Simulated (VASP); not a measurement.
# B5Ru (Amm2) in VASP: single point with PBE

Aim: the single point of B5Ru with PBE.

All numbers are computed with VASP 6.6.1; they aren't measurements. Logs are shortened: lines on timing, memory, paths and dates and some standing lists are left out, and cuts for length are marked.

### Step 1. The cell of the first run

The typed cell holds 6 atoms: a = 5.605 Å, b = 2.874 Å, c = 2.874 Å, α = 89.76°, β = 90.00°, γ = 90.00°.

### Step 2. Single point, PBE

Input file INCAR:

```
SYSTEM = B5Ru
  ALGO = Normal
  EDIFF = 1E-6
  ENCUT = 520
  GGA = PE
  ISIF = 2
  ISMEAR = 0
  LASPH = .True.
  LCHARG = .False.
  LREAL = .False.
  LWAVE = .False.
  NBANDS = 24
  NELM = 80
  PREC = Accurate
  SIGMA = 0.1
```

Input file KPOINTS:

```
k-points
0
Gamma
  4 6 6
  0 0 0
```

Input file POSCAR:

```
B5Ru
1.0
    5.6051969845      0.0000000000      0.0000000000
    0.0000000000      2.0281774495      2.0367727966
    0.0000000000     -2.0281774495      2.0367727966
B Ru
5 1
Direct
    0.2031168769      0.8653117918      0.3652057713
    0.7968831231      0.3652057713      0.8653117918
    0.2031168769      0.3652057713      0.8653117918
    0.7968831231      0.8653117918      0.3652057713
    0.0000000000      0.3652065328      0.3652065328
    0.5000000000      0.8651171011      0.8651171011
```

Potentials or basis: VASP PAW PBE potentials, release 64 (B, Ru_pv).

The run is started by

```
$ cat potpaw_PBE.64/B/POTCAR potpaw_PBE.64/Ru_pv/POTCAR > POTCAR
$ mpirun -np 1 vasp_std > vasp.out
```

OUTCAR:

```text
SYSTEM = B5Ru
   EDIFF = 1E-6
   ENCUT = 520
   GGA = PE
   ISIF = 2
   ISMEAR = 0
   LASPH = .True.
   LREAL = .False.
   NELM = 80
   PREC = Accurate

 ion  position               nearest neighbor table
   1  0.203  0.865  0.365-   5 1.83   5 1.83   3 2.03   3 2.03   3 2.04   3 2.04   6 2.20   6 2.20

   2  0.797  0.365  0.865-   5 1.83   5 1.83   4 2.03   4 2.03   4 2.04   4 2.04   6 2.20   6 2.20

   3  0.203  0.365  0.865-   5 1.83   5 1.83   1 2.03   1 2.03   1 2.04   1 2.04   6 2.20   6 2.20

   4  0.797  0.865  0.365-   5 1.83   5 1.83   2 2.03   2 2.03   2 2.04   2 2.04   6 2.20   6 2.20

   5  0.000  0.365  0.365-   1 1.83   2 1.83   3 1.83   4 1.83   1 1.83   4 1.83   2 1.83   3 1.83

   6  0.500  0.865  0.865-   1 2.20   2 2.20   3 2.20   4 2.20   2 2.20   3 2.20   1 2.20   4 2.20

  LATTYP: Found a base centered orthorhombic cell.
 ALAT       =     4.0563548990
 B/A-ratio  =     1.0042379660
 C/A-ratio  =     1.3818310094

  Lattice vectors:

 A1 = (   0.0000000000,   2.0281774495,  -2.0367727966)
 A2 = (   0.0000000000,   2.0281774495,   2.0367727966)
 A3 = (   5.6051969845,   0.0000000000,   0.0000000000)

Analysis of symmetry for initial positions (statically):
=====================================================================
 Subroutine PRICEL returns:
 Original cell was already a primitive cell.

 Routine SETGRP: Setting up the symmetry group for a
 base centered orthorhombic supercell.

 Subroutine GETGRP returns: Found  4 space group operations
 (whereof  4 operations were pure point group operations)
 out of a pool of  8 trial point group operations.

The static configuration has the point symmetry C_2v.

Analysis of symmetry for dynamics (positions and initial velocities):
=====================================================================
 Subroutine PRICEL returns:
 Original cell was already a primitive cell.

 Routine SETGRP: Setting up the symmetry group for a
 base centered orthorhombic supercell.

 Subroutine GETGRP returns: Found  4 space group operations
 (whereof  4 operations were pure point group operations)
 out of a pool of  8 trial point group operations.

The dynamic configuration has the point symmetry C_2v.

 Subroutine INISYM returns: Found  4 space group operations
 (whereof  4 operations are pure point group operations),
 and found     1 'primitive' translations

[... 96 lines left out ...]
   ISPIN  =      1    spin polarized calculation?
   LNONCOLLINEAR =      F non collinear calculations
   LSORBIT =      F    spin-orbit coupling
   LASPH  =      T    aspherical Exc in radial PAW
   ENCUT  =  520.0 eV  38.22 Ry    6.18 a.u.  10.42  5.34  5.34*2*pi/ulx,y,z
   NELM   =     80;   NELMIN=  2; NELMDL= -5     # of ELM steps
   EDIFF  = 0.1E-05   stopping-criterion for ELM
   LREAL  =      F    real-space projection
   EDIFFG = 0.1E-04   stopping-criterion for IOM
   NSW    =      0    number of steps for IOM
   IBRION =     -1    ionic relax: 0-MD 1-quasi-New 2-CG
   NFREE  =      0    steps in history (QN), initial steepest desc. (CG)
   ISIF   =      2    stress and relaxation
   ISYM   =      2    0-nonsym 1-usesym 2-fastsym
   POTIM  = 0.5000    time-step for ionic-motion
   TEBEG  =    0.0;   TEEND  =   0.0 temperature during run
   PSTRESS=    0.0 pullay stress
   NELECT =      29.0000    total number of electrons
   NUPDOWN=      -1.0000    fix difference up-down
   EMIN   =  10.00;   EMAX   =-10.00  energy-range for DOS
   EFERMI =   0.00;   METHOD = LEGACY
   ISMEAR =     0;   SIGMA  =   0.10  broadening in eV -4-tet -1-fermi 0-gaus
   EFERMI_NEDOS =   21; number of points for ismear=-14 and -15
   IALGO  =     38    algorithm
   IMIX   =      4    mixing-type and parameters
     AMIX     =   0.40;   BMIX     =  1.00
     AMIX_MAG =   1.60;   BMIX_MAG =  1.00
  volume/ion in A,a.u.               =       7.72        52.09
  Fermi-wavevector in a.u.,A,eV,Ry     =   1.400612  2.646772 26.690721  1.961713
  Thomas-Fermi vector in A             =   2.523555
   LORBIT       =      0    0 simple, 1 ext, 2 COOP (PROOUT), +10 PAW based schemes
   GGA     = PE    functional components
   LHFCALC =     F    Hartree Fock is set to
   AEXX    =    0.0000 exact exchange contribution
   IVDW    =     0    specifies the selected vdW correction
   LEPSILON=     F    determine dielectric tensor
   LRPA    =     F    only Hartree local field effects (RPA)
 non-spin polarized calculation
 Gauss-broadening in eV      SIGMA  =   0.10
  energy-cutoff  :      520.00
  volume of cell :       46.31
 maximum number of plane-waves:      1267
 NGX is ok and might be reduce to    42
   NGX = 21   NGY = 11   NGZ = 11

 number of electron      28.9999999 magnetization

 Free energy of the ion-electron system (eV)
  ---------------------------------------------------
  ext. energy  EPLUGINS =         0.00000000
  ---------------------------------------------------
  free energy    TOTEN  =       -41.40688034 eV

  energy without entropy =      -41.39413362  energy(sigma->0) =      -41.40050698

 E-fermi :   9.9651     XC(G=0): -12.8342

 val. band max:        9.9567706650   @ k =   0.5000   0.1667   0.1667
 cond. band min:       9.9794382742   @ k =   0.2500  -0.3333   0.1667
 fundamental gap:      0.0226676092
 Fermi energy:         9.9650578872

 k-point     1 :       0.0000    0.0000    0.0000
  band No.  band energies     occupation
      1     -33.9439      2.00000
      2     -33.1225      2.00000
      3     -33.1161      2.00000
      4      -6.8846      2.00000
      5      -2.4688      2.00000
      6       0.7113      2.00000
[... 637 lines left out ...]
     23      18.7140      0.00000
     24      19.4863      0.00000

 [... further k-points ...]
[... 5 lines left out ...]
  --------------------------------------------------------------------------------------
  -------------------------------------------------------------------------------------
  Total        0.0617239      0.0658623     -0.0448048      0.0000000      0.0000000      0.0000000
  in kB        2.1354755      2.2786535     -1.5501204      0.0000000      0.0000000      0.0000000
  external PRESSURE =       0.9546695 kB  Pullay stress =       0.0000000 kB

 VOLUME and BASIS-vectors are now :
 -----------------------------------------------------------------------------
  energy-cutoff  :      520.00
  volume of cell :       46.31
      direct lattice vectors                 reciprocal lattice vectors
     5.605196985  0.000000000  0.000000000     0.178405862  0.000000000  0.000000000
     0.000000000  2.028177449  2.036772797     0.000000000  0.246526752  0.245486389
     0.000000000 -2.028177449  2.036772797     0.000000000 -0.246526752  0.245486389

 POSITION                                       TOTAL-FORCE (eV/Angst)
 -----------------------------------------------------------------------------------
      1.13851      1.01430      2.50628        -0.000174      0.000016     -0.001506
      4.46669     -1.01430      2.50628         0.000174     -0.000016     -0.001506
      1.13851     -1.01430      2.50628        -0.000174     -0.000016     -0.001506
      4.46669      1.01430      2.50628         0.000174      0.000016     -0.001506
      0.00000      0.00000      1.48769         0.000000      0.000000      0.002178
      2.80260      0.00000      3.52409         0.000000      0.000000      0.003847
 -----------------------------------------------------------------------------------
    total drift:                                0.000000      0.000000      0.000064

  FREE ENERGIE OF THE ION-ELECTRON SYSTEM (eV)
  ---------------------------------------------------
  free  energy   TOTEN  =       -41.4068803404 eV

  energy  without entropy=      -41.3941336245  energy(sigma->0) =      -41.40050698
```

stdout:

```text
POSCAR found type information on POSCAR B Ru
 POSCAR found :  2 types and       6 ions
 scaLAPACK will be used
 LDA part: xc-table for (Slater+PW92), standard interpolation
 POSCAR, INCAR and KPOINTS ok, starting setup
 FFT: planning ... GRIDC
 FFT: planning ... GRID_SOFT
 FFT: planning ... GRID
 WAVECAR not read
 entering main loop
```

Run time: 16 s. Hardware: 1 thread of Intel Xeon 6975P-C (Granite Rapids), shared host; peak memory 0.18 GiB.

Results:

```
Free energy   : -41.4069 eV
Pressure      : 0.1 GPa
Largest force : 0.004 eV/Å
```

Forces in eV/Å, atoms in the order of the input:
```
B    0.000  0.000 -0.002
B    0.000  0.000 -0.002
B    0.000  0.000 -0.002
B    0.000  0.000 -0.002
B    0.000  0.000  0.002
Ru   0.000  0.000  0.004
```

Caveat: the k points lie up to 0.36 Å⁻¹ apart.
